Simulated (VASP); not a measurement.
# Si2B5 (P6/mmm) in VASP: a series of runs, part 2 of 2

VASP 6.6.1. The steps go on from the part before.

## (4) Relaxation of cell and atoms, PBE

Input file INCAR:

```
SYSTEM = Si2B5
ALGO = Normal
EDIFF = 1E-6
EDIFFG = -0.01
ENCUT = 600
GGA = PE
IBRION = 2
ISIF = 3
ISMEAR = 0
LASPH = .True.
LCHARG = .False.
LREAL = .False.
LWAVE = .False.
NELM = 80
NSW = 100
PREC = Accurate
SIGMA = 0.1
```

Input file KPOINTS:

```
k-points
0
Gamma
  12 12 6
  0 0 0
```

Input file POSCAR:

```
Si2B5
1.0
    3.4321370942      0.0000000000      0.0000000000
   -1.7160685471      2.9723179129      0.0000000000
    0.0000000000      0.0000000000      8.4596106364
Si B
2 5
Direct
    0.0000000000      0.0000000000      0.3144395293
    0.0000000000      0.0000000000      0.6855604707
    0.5000000000      0.0000000000      0.5000000000
    0.0000000000      0.5000000000      0.5000000000
    0.5000000000      0.5000000000      0.5000000000
    0.0000000000      0.0000000000      0.9084459706
    0.0000000000      0.0000000000      0.0915540294
```

Potentials or basis: VASP PAW PBE potentials, release 64 (Si, B).

Command:

```
> cat potpaw_PBE.64/Si/POTCAR potpaw_PBE.64/B/POTCAR > POTCAR
> mpirun -np 1 vasp_std > vasp.out
```

OUTCAR:

```text
SYSTEM = Si2B5
   EDIFF = 1E-6
   EDIFFG = -0.01
   ENCUT = 600
   GGA = PE
   IBRION = 2
   ISIF = 3
   ISMEAR = 0
   LASPH = .True.
   LREAL = .False.
   NELM = 80
   NSW = 100
   PREC = Accurate

 ion  position               nearest neighbor table
   1  0.000  0.000  0.314-   7 1.89   3 2.33   3 2.33   4 2.33   4 2.33   5 2.33   5 2.33   2 3.14

   2  0.000  0.000  0.686-   6 1.89   3 2.33   3 2.33   4 2.33   4 2.33   5 2.33   5 2.33   1 3.14

   3  0.500  0.000  0.500-   4 1.72   5 1.72   5 1.72   4 1.72   1 2.33   1 2.33   2 2.33   2 2.33

   4  0.000  0.500  0.500-   5 1.72   5 1.72   3 1.72   3 1.72   1 2.33   2 2.33   1 2.33   2 2.33

   5  0.500  0.500  0.500-   4 1.72   4 1.72   3 1.72   3 1.72   1 2.33   2 2.33   1 2.33   2 2.33

   6  0.000  0.000  0.908-   7 1.55   2 1.89
   7  0.000  0.000  0.092-   6 1.55   1 1.89

  LATTYP: Found a hexagonal cell.
 ALAT       =     3.4321370942
 C/A-ratio  =     2.4648230546

  Lattice vectors:

 A1 = (   3.4321370942,   0.0000000000,   0.0000000000)
 A2 = (  -1.7160685471,   2.9723179129,   0.0000000000)
 A3 = (   0.0000000000,   0.0000000000,   8.4596106364)

Analysis of symmetry for initial positions (statically):
=====================================================================
 Subroutine PRICEL returns:
 Original cell was already a primitive cell.

 Routine SETGRP: Setting up the symmetry group for a
 hexagonal supercell.

 Subroutine GETGRP returns: Found 24 space group operations
 (whereof 24 operations were pure point group operations)
 out of a pool of 24 trial point group operations.

The static configuration has the point symmetry D_6h.

Analysis of symmetry for dynamics (positions and initial velocities):
=====================================================================
 Subroutine PRICEL returns:
 Original cell was already a primitive cell.

 Routine SETGRP: Setting up the symmetry group for a
 hexagonal supercell.

 Subroutine GETGRP returns: Found 24 space group operations
 (whereof 24 operations were pure point group operations)
 out of a pool of 24 trial point group operations.

The dynamic configuration has the point symmetry D_6h.

 Subroutine INISYM returns: Found 24 space group operations
 (whereof 24 operations are pure point group operations),
 and found     1 'primitive' translations

----------------------------------------------------------------------------------------

                                     Primitive cell

  volume of cell :      86.2999

  direct lattice vectors                    reciprocal lattice vectors
     3.432137094  0.000000000  0.000000000     0.291363653  0.168218883  0.000000000
    -1.716068547  2.972317913  0.000000000     0.000000000  0.336437767  0.000000000
     0.000000000  0.000000000  8.459610636     0.000000000  0.000000000  0.118208750

  length of vectors
     3.432137094  3.432137094  8.459610636     0.336437767  0.336437767  0.118208750

  position of ions in fractional coordinates (direct lattice)
     0.000000000  0.000000000  0.314439529
     0.000000000  0.000000000  0.685560471
     0.500000000  0.000000000  0.500000000
     0.000000000  0.500000000  0.500000000
     0.500000000  0.500000000  0.500000000
     0.000000000  0.000000000  0.908445971
     0.000000000  0.000000000  0.091554029

  ion indices of the primitive-cell ions
   primitive index   ion index
                 1           1
[... 67 lines left out ...]
   NGXF,Y,Z  is equivalent  to a cutoff of  27.13, 27.13, 27.51 a.u.
 SYSTEM =  Si2B5
   PREC   = accura    normal or accurate (medium, high low for compatibility)
   ISTART =      0    job   : 0-new  1-cont  2-samecut
   ICHARG =      2    charge: 1-file 2-atom 10-const
   ISPIN  =      1    spin polarized calculation?
   LNONCOLLINEAR =      F non collinear calculations
   LSORBIT =      F    spin-orbit coupling
   LASPH  =      T    aspherical Exc in radial PAW
   ENCUT  =  600.0 eV  44.10 Ry    6.64 a.u.   6.85  6.85 16.90*2*pi/ulx,y,z
   NELM   =     80;   NELMIN=  2; NELMDL= -5     # of ELM steps
   EDIFF  = 0.1E-05   stopping-criterion for ELM
   LREAL  =      F    real-space projection
   EDIFFG = -.1E-01   stopping-criterion for IOM
   NSW    =    100    number of steps for IOM
   IBRION =      2    ionic relax: 0-MD 1-quasi-New 2-CG
   NFREE  =      1    steps in history (QN), initial steepest desc. (CG)
   ISIF   =      3    stress and relaxation
   ISYM   =      2    0-nonsym 1-usesym 2-fastsym
   POTIM  = 0.5000    time-step for ionic-motion
   TEBEG  =    0.0;   TEEND  =   0.0 temperature during run
   PSTRESS=    0.0 pullay stress
   NELECT =      23.0000    total number of electrons
   NUPDOWN=      -1.0000    fix difference up-down
   EMIN   =  10.00;   EMAX   =-10.00  energy-range for DOS
   EFERMI =   0.00;   METHOD = LEGACY
   ISMEAR =     0;   SIGMA  =   0.10  broadening in eV -4-tet -1-fermi 0-gaus
   EFERMI_NEDOS =   21; number of points for ismear=-14 and -15
   IALGO  =     38    algorithm
   IMIX   =      4    mixing-type and parameters
     AMIX     =   0.40;   BMIX     =  1.00
     AMIX_MAG =   1.60;   BMIX_MAG =  1.00
  volume/ion in A,a.u.               =      12.33        83.20
  Fermi-wavevector in a.u.,A,eV,Ry     =   1.053531  1.990885 15.101484  1.109928
  Thomas-Fermi vector in A             =   2.188656
   LORBIT       =      0    0 simple, 1 ext, 2 COOP (PROOUT), +10 PAW based schemes
   GGA     = PE    functional components
   LHFCALC =     F    Hartree Fock is set to
   AEXX    =    0.0000 exact exchange contribution
   IVDW    =     0    specifies the selected vdW correction
   LEPSILON=     F    determine dielectric tensor
   LRPA    =     F    only Hartree local field effects (RPA)
 conjugate gradient relaxation of ions
 non-spin polarized calculation
 Gauss-broadening in eV      SIGMA  =   0.10
  energy-cutoff  :      600.00
  volume of cell :       86.30
 maximum number of plane-waves:      2902
 NGX is ok and might be reduce to    28
   NGX = 13   NGY = 13   NGZ = 33

--------------------------------------- Ionic step        1  -------------------------------------------

 number of electron      23.0000000 magnetization

 Free energy of the ion-electron system (eV)
  ---------------------------------------------------
  ext. energy  EPLUGINS =         0.00000000
  ---------------------------------------------------
  free energy    TOTEN  =       -37.12183403 eV

  energy without entropy =      -37.10901747  energy(sigma->0) =      -37.11542575

------------------------ aborting loop because EDIFF is reached ----------------------------------------

  FORCE on cell =-STRESS in cart. coord.  units (eV):
  Direction    XX          YY          ZZ          XY          YZ          ZX
  --------------------------------------------------------------------------------------
  -------------------------------------------------------------------------------------
  Total       -0.2222235     -0.2222235      0.2316452      0.0000000      0.0000000      0.0000000
  in kB       -4.1256299     -4.1256299      4.3005460      0.0000000      0.0000000      0.0000000
  external PRESSURE =      -1.3169046 kB  Pullay stress =       0.0000000 kB
[... 233 lines left out ...]
--------------------------------------- Ionic step        7  -------------------------------------------

 number of electron      23.0000000 magnetization

 E-fermi :   5.2293     XC(G=0): -10.0004

 val. band max:        5.2123464185   @ k =   0.3333   0.0000   0.0000
 cond. band min:       5.2397706607   @ k =   0.4167   0.0833   0.0000
 fundamental gap:      0.0274242422
 Fermi energy:         5.2292673044

 k-point     1 :       0.0000    0.0000    0.0000
  band No.  band energies     occupation
      1     -11.3493      2.00000
      2      -6.1751      2.00000
      3      -4.4862      2.00000
      4      -3.1155      2.00000
      5      -1.2283      2.00000
      6      -0.8321      2.00000
      7       0.0720      2.00000
      8       0.0720      2.00000
      9       5.5705      0.00000
     10       6.2949      0.00000
     11       6.2949      0.00000
     12       6.4556      0.00000
     13       6.4556      0.00000
     14       7.4429      0.00000
[... 455 lines left out ...]
--------------------------------------- Ionic step        8  -------------------------------------------

 number of electron      23.0000000 magnetization

 Free energy of the ion-electron system (eV)
  ---------------------------------------------------
  ext. energy  EPLUGINS =         0.00000000
  ---------------------------------------------------
  free energy    TOTEN  =       -37.12252794 eV

  energy without entropy =      -37.10931128  energy(sigma->0) =      -37.11591961

 E-fermi :   5.2237     XC(G=0):  -9.9991

 val. band max:        5.2132364582   @ k =   0.3333   0.0000   0.0000
 cond. band min:       5.2353329931   @ k =   0.4167   0.0833   0.0000
 fundamental gap:      0.0220965349
 Fermi energy:         5.2236548753

 k-point     1 :       0.0000    0.0000    0.0000
  band No.  band energies     occupation
      1     -11.3451      2.00000
      2      -6.1758      2.00000
      3      -4.4911      2.00000
      4      -3.1162      2.00000
      5      -1.2336      2.00000
      6      -0.8407      2.00000
      7       0.0788      2.00000
      8       0.0788      2.00000
      9       5.5594      0.00000
     10       6.2988      0.00000
     11       6.2988      0.00000
     12       6.4514      0.00000
     13       6.4514      0.00000
     14       7.4465      0.00000
[... 449 lines left out ...]
  FREE ENERGIE OF THE ION-ELECTRON SYSTEM (eV)
  ---------------------------------------------------
  free  energy   TOTEN  =       -37.1225279410 eV

  energy  without entropy=      -37.1093112793  energy(sigma->0) =      -37.11591961

 reached required accuracy - stopping structural energy minimisation
```

It took 7.8 min on 1 thread of Intel Xeon Platinum 8375C at 2.90GHz (Ice Lake), shared host; peak memory 0.29 GiB.

Results:

| Item | Value |
| --- | --- |
| Free energy | -37.1225 eV |
| Relaxed volume | 12.30 Å³/atom |
| Relaxed cell | a = 3.424 Å, b = 3.424 Å, c = 8.478 Å, α = 90.00°, β = 90.00°, γ = 120.00° |
| Space group after relaxing (to 0.1 Å) | P6/mmm (No. 191) |
| Energy gained by relaxing | 0.1 meV/atom |
| Ionic steps | 8 |
| Pressure after relaxing | 0.0 GPa |
| Largest force after relaxing | 0.007 eV/Å |
| Band gap on the k mesh | zero (an odd number of electrons rules out a gap without spin polarisation) |

Forces in eV/Å, atoms in the order of the input:
```
Si   0.000  0.000 -0.001
Si   0.000  0.000  0.001
B    0.000  0.000  0.000
B    0.000  0.000  0.000
B    0.000  0.000  0.000
B    0.000  0.000 -0.007
B    0.000  0.000  0.007
```

The path:
```csv
step,energy change (eV),largest force (eV/Å),pressure (GPa),volume (Å³)
1,0.0000,0.0632,-0.13,86.30
2,-0.0003,0.1385,-0.11,86.17
3,-0.0005,0.0621,-0.12,86.22
4,-0.0005,0.0665,0.05,86.07
5,-0.0006,0.0342,-0.03,86.14
6,-0.0007,0.0130,0.04,86.09
7,-0.0007,0.0090,0.08,86.06
8,-0.0007,0.0068,0.02,86.11
```

Final structure:
```
Si B
1.0
     3.42449    0.00000    0.00000
    -1.71225    2.96570    0.00000
     0.00000    0.00000    8.47826
Si B
2 5
Direct
  0.00000 0.00000 0.31423
  0.00000 0.00000 0.68577
  0.50000 0.00000 0.50000
  0.00000 0.50000 0.50000
  0.50000 0.50000 0.50000
  0.00000 0.00000 0.90843
  0.00000 0.00000 0.09157
```

Caveat: an odd number of electrons without spin polarisation forces a metal; a magnetic or distorted state may lie lower.

## (5) The runs side by side

| task | cell | k mesh | cutoff (eV) | gap on the mesh (eV) | pressure (GPa) | largest force (eV/Å) |
| --- | --- | --- | --- | --- | --- | --- |
| single point | a = 3.432, b = 3.432, c = 8.460 Å, angles 90.0, 90.0, 120.0°, 7 atoms, atomic positions A | 6 × 6 × 4 | 520 | none | -0.1 | 0.04 |
| single point | a = 3.424, b = 3.424, c = 8.486 Å, angles 90.0, 90.0, 120.0°, 7 atoms, atomic positions B | 12 × 12 × 6 | 520 | none | -0.1 | 0.01 |
| relaxation of cell and atoms | relaxed from a = 3.432, b = 3.432, c = 8.460 Å, angles 90.0, 90.0, 120.0°, 7 atoms, atomic positions A | 12 × 12 × 6 | 600 | none | 0.0 | 0.01 |

Alike in all rows: level PBE; potentials or basis VASP PAW PBE potentials, release 64 (Si, B); no spin polarisation; smearing gaussian 0.1 eV.

Caveats: an odd number of electrons without spin polarisation forces a metal; a magnetic or distorted state may lie lower.

Total energies depend on the potentials used, so only differences within one code and one set of settings carry meaning.

The gap in the log of VASP goes by the Fermi energy; the results here count the filled bands.